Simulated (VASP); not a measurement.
# Al3N in VASP: a series of runs

Runs on Al3N. Level: r2SCAN. Tasks: single point.

Program: VASP 6.6.1. These are calculated values, not measurements. Logs are shortened: lines on timing, memory, paths and dates and some standing lists are left out, and cuts for length are marked.

## 1. The cell of the first run

The cell holds a slab with vacuum, 4 atoms: a = 2.823 Å, b = 2.823 Å, c = 19.601 Å, α = 90.00°, β = 90.00°, γ = 90.00°.

## 2. Single point, r2SCAN

File POSCAR:

```
Al3N
1.0
    2.8227735241      0.0000000000      0.0000000000
    0.0000000000      2.8227735241      0.0000000000
    0.0000000000      0.0000000000     19.6006973085
Al N
3 1
Direct
    0.5000000000      0.5000000000      0.2040743723
    0.0000000000      0.0000000000      0.3086652017
    0.5000000000      0.5000000000      0.4132861796
    0.8333333333      0.8333333333      0.4614432244
```

File INCAR.step1:

```
SYSTEM = Al3N
ALGO     = Normal         ! electronic algorithm
DIPOL    = 0.5 0.5 0.347
EDIFF    = 1E-4           ! SCF threshold, eV
ENCUT    = 520            ! plane-wave cutoff, eV
GGA      = PE             ! functional
IDIPOL   = 3            
ISMEAR   = 0              ! smearing method
LASPH    = .True.         ! aspherical terms in the spheres
LCHARG   = .False.        ! write CHGCAR
LDIPOL   = .True.       
LREAL    = .False.        ! projectors in reciprocal space
LWAVE    = .True.         ! write WAVECAR
NBANDS   = 15             ! bands
NELM     = 80             ! most SCF steps
PREC     = Accurate       ! precision mode
SIGMA    = 0.1            ! smearing width, eV
```

File INCAR.step2:

```
SYSTEM = Al3N
ALGO     = Normal         ! electronic algorithm
DIPOL    = 0.5 0.5 0.347
EDIFF    = 1E-7           ! SCF threshold, eV
ENCUT    = 520            ! plane-wave cutoff, eV
IDIPOL   = 3            
ISIF     = 2              ! what is computed and relaxed
ISMEAR   = 0              ! smearing method
ISTART   = 1            
LASPH    = .True.         ! aspherical terms in the spheres
LCHARG   = .False.        ! write CHGCAR
LDIPOL   = .True.       
LMIXTAU  = .True.       
LREAL    = .False.        ! projectors in reciprocal space
LWAVE    = .False.        ! write WAVECAR
METAGGA  = R2SCAN         ! meta-GGA
NBANDS   = 15             ! bands
NELM     = 80             ! most SCF steps
PREC     = Accurate       ! precision mode
SIGMA    = 0.1            ! smearing width, eV
```

File KPOINTS:

```
k-points
0
Gamma
  9 9 1
  0 0 0
```

Potentials or basis: VASP PAW PBE potentials, release 64 (Al, N).

On the command line:

```
cat potpaw_PBE.64/Al/POTCAR potpaw_PBE.64/N/POTCAR > POTCAR
cp INCAR.step1 INCAR
mpirun -np 1 vasp_std > vasp.out
cp INCAR.step2 INCAR
mpirun -np 1 vasp_std > vasp.out
```

OUTCAR:

```text
SYSTEM = Al3N
   EDIFF = 1E-7
   ENCUT = 520
   ISIF = 2
   ISMEAR = 0
   ISTART = 1
   LASPH = .True.
   LREAL = .False.
   METAGGA = R2SCAN
   NELM = 80
   PREC = Accurate

 ion  position               nearest neighbor table
   1  0.500  0.500  0.204-   2 2.86   2 2.86   2 2.86   2 2.86
   2  0.000  0.000  0.309-   1 2.86   1 2.86   1 2.86   1 2.86   3 2.86   3 2.86   3 2.86   3 2.86

   3  0.500  0.500  0.413-   4 1.63   4 2.31   4 2.31   2 2.86   2 2.86   2 2.86   2 2.86
   4  0.833  0.833  0.461-   3 1.63   3 2.31   3 2.31

  LATTYP: Found a simple tetragonal cell.
 ALAT       =     2.8227735241
 C/A-ratio  =     6.9437725489

  Lattice vectors:

 A1 = (   2.8227735241,   0.0000000000,   0.0000000000)
 A2 = (   0.0000000000,   2.8227735241,   0.0000000000)
 A3 = (   0.0000000000,   0.0000000000,  19.6006973085)

Analysis of symmetry for initial positions (statically):
=====================================================================
 Subroutine PRICEL returns:
 Original cell was already a primitive cell.

 Routine SETGRP: Setting up the symmetry group for a
 simple tetragonal supercell.

 Subroutine GETGRP returns: Found  2 space group operations
 (whereof  2 operations were pure point group operations)
 out of a pool of 16 trial point group operations.

The static configuration has the point symmetry C_1h.

Analysis of symmetry for dynamics (positions and initial velocities):
=====================================================================
 Subroutine PRICEL returns:
 Original cell was already a primitive cell.

 Routine SETGRP: Setting up the symmetry group for a
 simple tetragonal supercell.

 Subroutine GETGRP returns: Found  2 space group operations
 (whereof  2 operations were pure point group operations)
 out of a pool of 16 trial point group operations.

The dynamic configuration has the point symmetry C_1h.

 Subroutine INISYM returns: Found  2 space group operations
 (whereof  2 operations are pure point group operations),
 and found     1 'primitive' translations

----------------------------------------------------------------------------------------

                                     Primitive cell

  volume of cell :     156.1793

  direct lattice vectors                    reciprocal lattice vectors
     2.822773524  0.000000000  0.000000000     0.354261506  0.000000000  0.000000000
     0.000000000  2.822773524  0.000000000     0.000000000  0.354261506  0.000000000
     0.000000000  0.000000000 19.600697308     0.000000000  0.000000000  0.051018593

  length of vectors
     2.822773524  2.822773524 19.600697308     0.354261506  0.354261506  0.051018593

  position of ions in fractional coordinates (direct lattice)
     0.500000000  0.500000000  0.204074372
     0.000000000  0.000000000  0.308665202
     0.500000000  0.500000000  0.413286180
     0.833333333  0.833333333  0.461443224

  ion indices of the primitive-cell ions
   primitive index   ion index
                 1           1
                 2           2
                 3           3
                 4           4

----------------------------------------------------------------------------------------

 KPOINTS: k-points

Automatic generation of k-mesh.
 Grid dimensions read from file:
 generate k-points for:    9    9    1

 Generating k-lattice:

  Cartesian coordinates                     Fractional coordinates (reciprocal lattice)
     0.039362390  0.000000000  0.000000000     0.111111111  0.000000000  0.000000000
     0.000000000  0.039362390  0.000000000     0.000000000  0.111111111  0.000000000
     0.000000000  0.000000000  0.051018593     0.000000000  0.000000000  1.000000000

  Length of vectors
     0.039362390  0.039362390  0.051018593

  Shift w.r.t. Gamma in fractional coordinates (k-lattice)
     0.000000000  0.000000000  0.000000000

 Subroutine IBZKPT returns following result:
 ===========================================

 Found     25 irreducible k-points:

 Following reciprocal coordinates:
            Coordinates               Weight
  0.000000  0.000000  0.000000      1.000000
  0.111111  0.000000  0.000000      4.000000
  0.222222  0.000000  0.000000      4.000000
  0.333333  0.000000  0.000000      4.000000
  0.444444  0.000000  0.000000      4.000000
  0.111111  0.111111  0.000000      2.000000
[... 16 lines left out ...]
 -0.333333  0.444444  0.000000      4.000000
  0.444444  0.444444  0.000000      2.000000
   k-points           NKPTS =     25   k-points in BZ     NKDIM =     25   number of bands    NBANDS=     15
   number of dos      NEDOS =    301   number of ions     NIONS =      4
   total plane-waves  NPLWV =  86400
   dimension x,y,z NGX =    24 NGY =   24 NGZ =  150
   dimension x,y,z NGXF=    48 NGYF=   48 NGZF=  300
   ions per type =               3   1
   NGX,Y,Z   is equivalent  to a cutoff of  14.13, 14.13, 12.72 a.u.
   NGXF,Y,Z  is equivalent  to a cutoff of  28.27, 28.27, 25.44 a.u.
 SYSTEM =  Al3N
   PREC   = accura    normal or accurate (medium, high low for compatibility)
   ISTART =      1    job   : 0-new  1-cont  2-samecut
   ICHARG =      0    charge: 1-file 2-atom 10-const
   ISPIN  =      1    spin polarized calculation?
   LNONCOLLINEAR =      F non collinear calculations
   LSORBIT =      F    spin-orbit coupling
   LASPH  =      T    aspherical Exc in radial PAW
   ENCUT  =  520.0 eV  38.22 Ry    6.18 a.u.   5.25  5.25 36.44*2*pi/ulx,y,z
   NELM   =     80;   NELMIN=  2; NELMDL=  0     # of ELM steps
   EDIFF  = 0.1E-06   stopping-criterion for ELM
   LREAL  =      F    real-space projection
   EDIFFG = 0.1E-05   stopping-criterion for IOM
   NSW    =      0    number of steps for IOM
   IBRION =     -1    ionic relax: 0-MD 1-quasi-New 2-CG
   NFREE  =      0    steps in history (QN), initial steepest desc. (CG)
   ISIF   =      2    stress and relaxation
   ISYM   =      2    0-nonsym 1-usesym 2-fastsym
   POTIM  = 0.5000    time-step for ionic-motion
   TEBEG  =    0.0;   TEEND  =   0.0 temperature during run
   PSTRESS=    0.0 pullay stress
   NELECT =      14.0000    total number of electrons
   NUPDOWN=      -1.0000    fix difference up-down
   EMIN   =  10.00;   EMAX   =-10.00  energy-range for DOS
   EFERMI =   0.00;   METHOD = LEGACY
   ISMEAR =     0;   SIGMA  =   0.10  broadening in eV -4-tet -1-fermi 0-gaus
   EFERMI_NEDOS =   21; number of points for ismear=-14 and -15
   IALGO  =     38    algorithm
   IMIX   =      4    mixing-type and parameters
     AMIX     =   0.40;   BMIX     =  1.00
     AMIX_MAG =   1.60;   BMIX_MAG =  1.00
  volume/ion in A,a.u.               =      39.04       263.49
  Fermi-wavevector in a.u.,A,eV,Ry     =   0.732672  1.384549  7.303721  0.536808
  Thomas-Fermi vector in A             =   1.825193
   LORBIT       =      0    0 simple, 1 ext, 2 COOP (PROOUT), +10 PAW based schemes
   METAGGA = R2SCAN    functional components
   LHFCALC =     F    Hartree Fock is set to
   AEXX    =    0.0000 exact exchange contribution
   IVDW    =     0    specifies the selected vdW correction
   LEPSILON=     F    determine dielectric tensor
   LRPA    =     F    only Hartree local field effects (RPA)
 non-spin polarized calculation
 Gauss-broadening in eV      SIGMA  =   0.10
  energy-cutoff  :      520.00
  volume of cell :      156.18
 maximum number of plane-waves:      4249
 NGX is ok and might be reduce to    24
   NGX = 11   NGY = 11   NGZ = 73

 number of electron      14.0000000 magnetization

 dipolmoment           0.000000      0.000000      0.147915 electrons x Angstroem

 Free energy of the ion-electron system (eV)
  ---------------------------------------------------
  ext. energy  EPLUGINS =         0.00000000
  ---------------------------------------------------
  free energy    TOTEN  =       -26.56085201 eV

  energy without entropy =      -26.54654680  energy(sigma->0) =      -26.55369941

 E-fermi :  -1.3705     XC(G=0):  -4.6849

 val. band max:       -1.4142485749   @ k =   0.0000   0.0000   0.0000
 cond. band min:      -1.3564445197   @ k =   0.4444   0.2222   0.0000
 fundamental gap:      0.0578040553
 Fermi energy:        -1.3705050164

 k-point     1 :       0.0000    0.0000    0.0000
  band No.  band energies     occupation
      1     -16.8123      2.00000
      2     -12.1966      2.00000
      3      -9.1777      2.00000
      4      -5.3453      2.00000
      5      -2.4806      2.00000
      6      -1.5049      1.94266
      7      -1.4142      1.46384
      8       1.2338      0.00000
      9       3.1943      0.00000
     10       4.4565      0.00000
     11       5.2527      0.00000
     12       5.7656      0.00000
     13       5.8215      0.00000
     14       6.0709      0.00000
     15       6.7347      0.00000

 k-point     2 :       0.1111    0.0000    0.0000
  band No.  band energies     occupation
      1     -16.6848      2.00000
      2     -11.9619      2.00000
      3      -8.9613      2.00000
      4      -5.1495      2.00000
      5      -2.5968      2.00000
      6      -2.0656      2.00000
      7      -1.3552      0.82880
      8       1.4696      0.00000
      9       2.4602      0.00000
     10       3.4982      0.00000
     11       4.7563      0.00000
     12       5.2909      0.00000
     13       6.0194      0.00000
     14       6.2809      0.00000
     15       6.9484      0.00000
[... 365 lines left out ...]
      3      -5.5620      2.00000
      4      -4.5470      2.00000
      5      -4.0255      2.00000
      6      -3.3142      2.00000
      7      -2.1050      2.00000
      8      -0.7373      0.00000
      9       0.2516      0.00000
     10       1.1846      0.00000
     11       2.0226      0.00000
     12       2.8672      0.00000
     13       3.2319      0.00000
     14       4.6052      0.00000
     15       5.8277      0.00000

 k-point    24 :       0.4444    0.4444    0.0000
  band No.  band energies     occupation
      1     -14.5533      2.00000
      2      -5.3690      2.00000
      3      -5.3099      2.00000
      4      -4.4728      2.00000
      5      -3.1671      2.00000
      6      -2.8135      2.00000
      7      -1.9689      2.00000
      8      -0.9051      0.00000
      9      -0.2133      0.00000
     10      -0.1844      0.00000
     11       1.1184      0.00000
     12       2.5122      0.00000
     13       2.8266      0.00000
     14       3.9889      0.00000
     15       4.4348      0.00000

 [... further k-points ...]

------------------------ aborting loop because EDIFF is reached ----------------------------------------

 vacuum level on the upper side and lower side of the slab       (xc-potential included)         1.626        -1.660

  FORCE on cell =-STRESS in cart. coord.  units (eV):
  Direction    XX          YY          ZZ          XY          YZ          ZX
  --------------------------------------------------------------------------------------
  -------------------------------------------------------------------------------------
  Total        0.2446847      0.2446847      0.8020810      5.0950621      3.9386018      3.9386081
  in kB        2.5101156      2.5101156      8.2282068     52.2680707     40.4044373     40.4045022
  external PRESSURE =       4.4161460 kB  Pullay stress =       0.0000000 kB

 VOLUME and BASIS-vectors are now :
 -----------------------------------------------------------------------------
  energy-cutoff  :      520.00
  volume of cell :      156.18
      direct lattice vectors                 reciprocal lattice vectors
     2.822773524  0.000000000  0.000000000     0.354261506  0.000000000  0.000000000
     0.000000000  2.822773524  0.000000000     0.000000000  0.354261506  0.000000000
     0.000000000  0.000000000 19.600697308     0.000000000  0.000000000  0.051018593

 POSITION                                       TOTAL-FORCE (eV/Angst)
 -----------------------------------------------------------------------------------
      1.41139      1.41139      4.00000         0.029268      0.029268     -0.154176
      0.00000      0.00000      6.05005        -0.035248     -0.035248     -0.066894
      1.41139      1.41139      8.10070        -4.217311     -4.217311      0.177346
      2.35231      2.35231      9.04461         4.223291      4.223291      0.043723
 -----------------------------------------------------------------------------------
    total drift:                               -0.000097     -0.000097     -0.000394

  FREE ENERGIE OF THE ION-ELECTRON SYSTEM (eV)
  ---------------------------------------------------
  free  energy   TOTEN  =       -26.5608520099 eV

  energy  without entropy=      -26.5465468031  energy(sigma->0) =      -26.55369941

 vacuum level on the upper side and lower side of the slab         6.419         3.035
```

It took 2.7 min on 1 thread of Intel Xeon 6975P-C (Granite Rapids), shared host; peak memory 0.32 GiB.

Results:

```yaml
Free_energy: -26.5609 eV
Largest_force: 5.973 eV/Å
Band_gap_on_the_k_mesh: zero (bands 7 and 8 overlap by 0.33 eV)
```

Forces in eV/Å, atoms in the order of the input:
```
Al   0.029  0.029 -0.154
Al  -0.035 -0.035 -0.067
Al  -4.217 -4.217  0.177
N    4.223  4.223  0.044
```

Caveat: the PAW data sets were made with another functional, which shifts forces and pressure a little.

(Continued in part 2 of 2.)
